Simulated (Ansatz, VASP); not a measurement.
One calculation of BC5, two programs

```
B C
1.0
     3.06014    0.00000    0.00000
    -1.53007    2.65016    0.00000
     0.00000    0.00000    7.78517
B C
1 5
Cartesian
  0.0000 0.0000 0.0000
  1.5301 0.0000 3.8926
  0.7650 1.3251 3.8926
  -0.7650 1.3251 3.8926
  0.0000 1.7668 0.0000
  1.5301 0.8834 0.0000
```

Change from the starting cell: species swapped into the TbRh5 type (P6/mmm, No. 191).

Alike in both runs: task relaxation of cell and atoms; functional PBE; k mesh 12 × 12 × 6; occupations gaussian, width 0.1 eV; no spin polarisation.

|  | VASP | Ansatz |
| --- | --- | --- |
| version | VASP 6.6.1 | Ansatz 0.2.0 |
| potentials or method | VASP PAW PBE potentials, release 64 (B, C), cutoff 600 eV | scalar-relativistic, plane waves, PAW |
| valence electrons in the cell | 23 | 23 |

Ansatz gave:

| Item | Value |
| --- | --- |
| gap on the k mesh at the Fermi level, each at its own relaxed structure (eV) | none |
| relaxed volume (Å³/atom) | 11.15 |
| relaxed cell length with the largest relative difference (Å) | 8.332 |

Q: Estimate VASP's values.

A: gap on the k mesh at the Fermi level, each at its own relaxed structure (eV): none; relaxed volume (Å³/atom): 10.41; relaxed cell length with the largest relative difference (Å): 7.788.

A gap of «none» marks a metal or a gap that the smearing closes. One of these differences is far larger than is usual between the two programs; its cause wasn't traced.
